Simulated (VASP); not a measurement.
# SnO2 (Pa-3) in VASP: notebook

Aim: see how the results for SnO2 move with the level of theory and the settings. Levels: PBE+D4, r2SCAN, PBEsol. Tasks: relaxation of cell and atoms, single point.

Program: VASP 6.6.1. These are calculated values, not measurements. Logs are shortened: lines on timing, memory, paths and dates and some standing lists are left out, and cuts for length are marked.

## Step 1: The cell of the first run

The structure is cubic, space group Pa-3 (No. 205). The conventional cell has a = 5.175 Å, b = 5.175 Å, c = 5.175 Å, α = 90.00°, β = 90.00°, γ = 90.00°. Within 2.8 Å of Sn (site symmetry -3) lie 6 O at 2.11 Å. Within 2.9 Å of O (site symmetry 3) lie 3 Sn at 2.11 Å and 7 O at 2.75 to 2.89 Å.

## Step 2: Relaxation of cell and atoms, PBE+D4

The input, INCAR:

```
  PREC = Accurate
  ENCUT = 600
  EDIFF = 1E-6
  ISMEAR = -1
  SIGMA = 0.05
  LREAL = False
  LASPH = True
  NELM = 80
  ALGO = Normal
  ISIF = 3
  LWAVE = False
  LCHARG = False
  GGA = PE
  IVDW = 13
  IBRION = 2
  NSW = 60
  EDIFFG = -0.01
```

The input, KPOINTS:

```
regular mesh
0
Gamma
  4 4 4
```

The input, POSCAR:

```
SnO2
1.0
    5.1752560000      0.0000000000      0.0000000000
    0.0000000000      5.1752560000      0.0000000000
    0.0000000000      0.0000000000      5.1752560000
Sn O
4 8
Direct
    0.0000000000      0.0000000000      0.0000000000
    0.5000000000      0.0000000000      0.5000000000
    0.5000000000      0.5000000000      0.0000000000
    0.0000000000      0.5000000000      0.5000000000
    0.6610980000      0.8389020000      0.1610980000
    0.8389020000      0.1610980000      0.6610980000
    0.1610980000      0.6610980000      0.8389020000
    0.3389020000      0.3389020000      0.3389020000
    0.6610980000      0.6610980000      0.6610980000
    0.8389020000      0.3389020000      0.1610980000
    0.1610980000      0.8389020000      0.3389020000
    0.3389020000      0.1610980000      0.8389020000
```

Potentials or basis: VASP PAW PBE potentials, release 64 (Sn_d, O).

Run with:

```
$ cat potpaw_PBE.64/Sn_d/POTCAR potpaw_PBE.64/O/POTCAR > POTCAR
$ mpirun -np 1 vasp_std > vasp.out
```

OUTCAR:

```text
PREC = Accurate
   ENCUT = 600
   EDIFF = 1E-6
   ISMEAR = -1
   LREAL = False
   LASPH = True
   NELM = 80
   ISIF = 3
   GGA = PE
   IVDW = 13
   IBRION = 2
   NSW = 60
   EDIFFG = -0.01

 ion  position               nearest neighbor table
   1  0.000  0.000  0.000-   5 2.11   6 2.11   7 2.11  10 2.11  11 2.11  12 2.11   2 3.66   3 3.66
                             4 3.66   2 3.66   4 3.66   3 3.66   4 3.66   4 3.66   2 3.66   3 3.66
   2  0.500  0.000  0.500-   5 2.11   6 2.11   8 2.11   9 2.11  11 2.11  12 2.11   1 3.66   3 3.66
                             4 3.66   1 3.66   3 3.66   3 3.66   4 3.66   3 3.66   1 3.66   4 3.66
   3  0.500  0.500  0.000-   5 2.11   7 2.11   8 2.11   9 2.11  10 2.11  12 2.11   1 3.66   2 3.66
                             4 3.66   2 3.66   4 3.66   1 3.66   2 3.66   2 3.66   1 3.66   4 3.66
   4  0.000  0.500  0.500-   6 2.11   7 2.11   8 2.11   9 2.11  10 2.11  11 2.11   1 3.66   2 3.66
                             3 3.66   1 3.66   3 3.66   1 3.66   2 3.66   1 3.66   2 3.66   3 3.66
   5  0.661  0.839  0.161-   1 2.11   2 2.11   3 2.11
   6  0.839  0.161  0.661-   1 2.11   2 2.11   4 2.11
   7  0.161  0.661  0.839-   1 2.11   3 2.11   4 2.11
   8  0.339  0.339  0.339-   2 2.11   3 2.11   4 2.11
   9  0.661  0.661  0.661-   2 2.11   3 2.11   4 2.11
  10  0.839  0.339  0.161-   1 2.11   3 2.11   4 2.11
  11  0.161  0.839  0.339-   1 2.11   2 2.11   4 2.11
  12  0.339  0.161  0.839-   1 2.11   2 2.11   3 2.11

  LATTYP: Found a simple cubic cell.
 ALAT       =     5.1752560000

  Lattice vectors:

 A1 = (   5.1752560000,   0.0000000000,   0.0000000000)
 A2 = (   0.0000000000,   5.1752560000,   0.0000000000)
 A3 = (   0.0000000000,   0.0000000000,   5.1752560000)

Analysis of symmetry for initial positions (statically):
=====================================================================
 Subroutine PRICEL returns:
 Original cell was already a primitive cell.

 Routine SETGRP: Setting up the symmetry group for a
 simple cubic supercell.

 Subroutine GETGRP returns: Found 24 space group operations
 (whereof  6 operations were pure point group operations)
 out of a pool of 48 trial point group operations.

The static configuration has the point symmetry S_6 .
 The point group associated with its full space group is T_h .

Analysis of symmetry for dynamics (positions and initial velocities):
=====================================================================
 Subroutine PRICEL returns:
 Original cell was already a primitive cell.

 Routine SETGRP: Setting up the symmetry group for a
 simple cubic supercell.

 Subroutine GETGRP returns: Found 24 space group operations
 (whereof  6 operations were pure point group operations)
 out of a pool of 48 trial point group operations.

The dynamic configuration has the point symmetry S_6 .
 The point group associated with its full space group is T_h .

 Subroutine INISYM returns: Found 24 space group operations
 (whereof  6 operations are pure point group operations),
 and found     1 'primitive' translations

----------------------------------------------------------------------------------------

                                     Primitive cell

  volume of cell :     138.6103

  direct lattice vectors                    reciprocal lattice vectors
     5.175256000  0.000000000  0.000000000     0.193227156  0.000000000  0.000000000
     0.000000000  5.175256000  0.000000000     0.000000000  0.193227156  0.000000000
     0.000000000  0.000000000  5.175256000     0.000000000  0.000000000  0.193227156

  length of vectors
     5.175256000  5.175256000  5.175256000     0.193227156  0.193227156  0.193227156

  position of ions in fractional coordinates (direct lattice)
     0.000000000  0.000000000  0.000000000
     0.500000000  0.000000000  0.500000000
     0.500000000  0.500000000  0.000000000
     0.000000000  0.500000000  0.500000000
     0.661098000  0.838902000  0.161098000
     0.838902000  0.161098000  0.661098000
     0.161098000  0.661098000  0.838902000
     0.338902000  0.338902000  0.338902000
     0.661098000  0.661098000  0.661098000
     0.838902000  0.338902000  0.161098000
     0.161098000  0.838902000  0.338902000
     0.338902000  0.161098000  0.838902000

  ion indices of the primitive-cell ions
   primitive index   ion index
                 1           1
                 2           2
                 3           3
                 4           4
                 5           5
                 6           6
                 7           7
                 8           8
                 9           9
                10          10
                11          11
                12          12

----------------------------------------------------------------------------------------

 KPOINTS: regular mesh

Automatic generation of k-mesh.
 Grid dimensions read from file:
 generate k-points for:    4    4    4

 Generating k-lattice:

  Cartesian coordinates                     Fractional coordinates (reciprocal lattice)
     0.048306789  0.000000000  0.000000000     0.250000000  0.000000000  0.000000000
     0.000000000  0.048306789  0.000000000     0.000000000  0.250000000  0.000000000
     0.000000000  0.000000000  0.048306789     0.000000000  0.000000000  0.250000000

  Length of vectors
     0.048306789  0.048306789  0.048306789

  Shift w.r.t. Gamma in fractional coordinates (k-lattice)
     0.000000000  0.000000000  0.000000000

 Subroutine IBZKPT returns following result:
 ===========================================

 Found     11 irreducible k-points:

 Following reciprocal coordinates:
            Coordinates               Weight
  0.000000  0.000000  0.000000      1.000000
  0.250000  0.000000  0.000000      6.000000
  0.500000  0.000000  0.000000      3.000000
  0.250000  0.250000  0.000000     12.000000
  0.500000  0.250000  0.000000      6.000000
 -0.250000  0.500000  0.000000      6.000000
  0.500000  0.500000  0.000000      3.000000
  0.250000  0.250000  0.250000      8.000000
  0.500000  0.250000  0.250000     12.000000
  0.500000  0.500000  0.250000      6.000000
  0.500000  0.500000  0.500000      1.000000
   k-points           NKPTS =     11   k-points in BZ     NKDIM =     11   number of bands    NBANDS=     62
   number of dos      NEDOS =    301   number of ions     NIONS =     12
   total plane-waves  NPLWV =  74088
   dimension x,y,z NGX =    42 NGY =   42 NGZ =   42
   dimension x,y,z NGXF=    84 NGYF=   84 NGZF=   84
   ions per type =               4   8
   NGX,Y,Z   is equivalent  to a cutoff of  13.49, 13.49, 13.49 a.u.
   NGXF,Y,Z  is equivalent  to a cutoff of  26.98, 26.98, 26.98 a.u.
 SYSTEM =  unknown system
   PREC   = accura    normal or accurate (medium, high low for compatibility)
   ISTART =      0    job   : 0-new  1-cont  2-samecut
   ICHARG =      2    charge: 1-file 2-atom 10-const
   ISPIN  =      1    spin polarized calculation?
   LNONCOLLINEAR =      F non collinear calculations
   LSORBIT =      F    spin-orbit coupling
   LASPH  =      T    aspherical Exc in radial PAW
   ENCUT  =  600.0 eV  44.10 Ry    6.64 a.u.  10.34 10.34 10.34*2*pi/ulx,y,z
   NELM   =     80;   NELMIN=  2; NELMDL= -5     # of ELM steps
   EDIFF  = 0.1E-05   stopping-criterion for ELM
   LREAL  =      F    real-space projection
   EDIFFG = -.1E-01   stopping-criterion for IOM
   NSW    =     60    number of steps for IOM
   IBRION =      2    ionic relax: 0-MD 1-quasi-New 2-CG
   NFREE  =      1    steps in history (QN), initial steepest desc. (CG)
   ISIF   =      3    stress and relaxation
   ISYM   =      2    0-nonsym 1-usesym 2-fastsym
   POTIM  = 0.5000    time-step for ionic-motion
   TEBEG  =    0.0;   TEEND  =   0.0 temperature during run
   PSTRESS=    0.0 pullay stress
   NELECT =     104.0000    total number of electrons
   NUPDOWN=      -1.0000    fix difference up-down
   EMIN   =  10.00;   EMAX   =-10.00  energy-range for DOS
   EFERMI =   0.00;   METHOD = LEGACY
   ISMEAR =    -1;   SIGMA  =   0.05  broadening in eV -4-tet -1-fermi 0-gaus
   EFERMI_NEDOS =   21; number of points for ismear=-14 and -15
   IALGO  =     38    algorithm
   IMIX   =      4    mixing-type and parameters
     AMIX     =   0.40;   BMIX     =  1.00
     AMIX_MAG =   1.60;   BMIX_MAG =  1.00
  volume/ion in A,a.u.               =      11.55        77.95
  Fermi-wavevector in a.u.,A,eV,Ry     =   1.487604  2.811165 30.109240  2.212967
  Thomas-Fermi vector in A             =   2.600744
   LORBIT       =      0    0 simple, 1 ext, 2 COOP (PROOUT), +10 PAW based schemes
   GGA     = PE    functional components
   LHFCALC =     F    Hartree Fock is set to
   AEXX    =    0.0000 exact exchange contribution
   IVDW    =    13    specifies the selected vdW correction
   LEPSILON=     F    determine dielectric tensor
   LRPA    =     F    only Hartree local field effects (RPA)
 conjugate gradient relaxation of ions
 non-spin polarized calculation
  energy-cutoff  :      600.00
  volume of cell :      138.61
 maximum number of plane-waves:      4680
 NGX is ok and might be reduce to    42
   NGX = 21   NGY = 21   NGZ = 21

--------------------------------------- Ionic step        1  -------------------------------------------

 number of electron     103.9999999 magnetization

 Free energy of the ion-electron system (eV)
  ---------------------------------------------------
  ext. energy  EPLUGINS =         0.00000000
  ---------------------------------------------------
  free energy    TOTEN  =       -73.43146805 eV

  energy without entropy =      -73.43108450  energy(sigma->0) =      -73.43127628

------------------------ aborting loop because EDIFF is reached ----------------------------------------

  DFT-D4 for vdW energy calculation

  Edisp (eV):   -3.33210

  FORCE on cell =-STRESS in cart. coord.  units (eV):
  Direction    XX          YY          ZZ          XY          YZ          ZX
  --------------------------------------------------------------------------------------
  -------------------------------------------------------------------------------------
  Total      -3.32651    -3.32651    -3.32651     0.00000    -0.00000    -0.00000
  in kB     -38.45063   -38.45063   -38.45063     0.00000    -0.00000    -0.00000
  external pressure =      -38.45 kB  Pullay stress =        0.00 kB
[... 127 lines left out ...]
  FREE ENERGIE OF THE ION-ELECTRON SYSTEM (eV)
  ---------------------------------------------------
  free  energy   TOTEN  =       -76.7974839987 eV

  energy  without entropy=      -76.7974117026  energy(sigma->0) =      -76.79744785

[... ionic steps 4 to 7 ...]

--------------------------------------- Ionic step        8  -------------------------------------------

 number of electron     103.9999997 magnetization

------------------------ aborting loop because EDIFF is reached ----------------------------------------

  DFT-D4 for vdW energy calculation

  Edisp (eV):   -3.39313
[... 89 lines left out ...]
  energy  without entropy=      -76.7982156633  energy(sigma->0) =      -76.79825395

--------------------------------------- Ionic step       10  -------------------------------------------

 number of electron     103.9999998 magnetization

 Free energy of the ion-electron system (eV)
  ---------------------------------------------------
  ext. energy  EPLUGINS =         0.00000000
  ---------------------------------------------------
  free energy    TOTEN  =       -73.40042521 eV

  energy without entropy =      -73.40035597  energy(sigma->0) =      -73.40039059

 E-fermi :   7.2639     XC(G=0): -11.7360

 val. band max:        6.8005320493   @ k =   0.5000   0.0000   0.0000
 cond. band min:       7.5645838559   @ k =   0.0000   0.0000   0.0000
 fundamental gap:      0.7640518067
 Fermi energy:         7.2639161551

 k-point     1 :       0.0000    0.0000    0.0000
  band No.  band energies     occupation
      1     -14.0183      2.00000
      2     -14.0183      2.00000
      3     -14.0183      2.00000
      4     -13.2833      2.00000
      5     -13.2833      2.00000
      6     -13.2833      2.00000
[... 747 lines left out ...]
  FREE ENERGIE OF THE ION-ELECTRON SYSTEM (eV)
  ---------------------------------------------------
  free  energy   TOTEN  =       -76.7983486138 eV

  energy  without entropy=      -76.7982793806  energy(sigma->0) =      -76.79831400

 reached required accuracy - stopping structural energy minimisation
```

Wall time 6.1 min (1 thread of Intel Xeon 6975P-C (Granite Rapids), shared host); peak memory 0.31 GiB.

What came out:

* Free energy: -76.7983 eV
* Relaxed volume: 11.31 Å³/atom
* Relaxed cell: a = 5.140 Å, b = 5.140 Å, c = 5.140 Å, α = 90.00°, β = 90.00°, γ = 90.00°
* Space group after relaxing (to 0.1 Å): Pa-3 (No. 205)
* Energy gained by relaxing: 2.9 meV/atom
* Ionic steps: 10
* Pressure after relaxing: 0.1 GPa
* Band gap on the k mesh: 0.76 eV (least direct gap 0.82 eV)
* Dispersion energy per atom: -0.283 eV

The path:
| step | energy change (eV) | largest force (eV/Å) | pressure (GPa) | volume (Å³) |
| --- | --- | --- | --- | --- |
| 1 | 0.0000 | 0.0081 | -3.85 | 138.61 |
| 2 | 0.0024 | 0.0457 | 4.35 | 133.12 |
| 3 | -0.0339 | 0.0259 | -0.02 | 135.86 |
| 4 | -0.0339 | 0.0262 | 0.13 | 135.81 |
| 5 | -0.0341 | 0.0216 | -0.17 | 135.96 |
| 6 | -0.0341 | 0.0206 | -0.23 | 136.00 |
| 7 | -0.0342 | 0.0184 | -0.22 | 135.99 |
| 8 | -0.0345 | 0.0113 | -0.20 | 135.97 |
| 9 | -0.0347 | 0.0028 | -0.16 | 135.92 |
| 10 | -0.0348 | 0.0005 | 0.05 | 135.77 |

Final structure:
```
Sn O
1.0
     5.13963    0.00000    0.00000
     0.00000    5.13963    0.00000
     0.00000    0.00000    5.13963
Sn O
4 8
Direct
  0.00000 0.00000 0.00000
  0.50000 0.00000 0.50000
  0.50000 0.50000 0.00000
  0.00000 0.50000 0.50000
  0.66012 0.83988 0.16012
  0.83988 0.16012 0.66012
  0.16012 0.66012 0.83988
  0.33988 0.33988 0.33988
  0.66012 0.66012 0.66012
  0.83988 0.33988 0.16012
  0.16012 0.83988 0.33988
  0.33988 0.16012 0.83988
```

Caveat: spin-orbit coupling is left out, which moves the levels of the heavy elements. A k mesh can miss the band edges.

(Continued in part 2 of 2.)
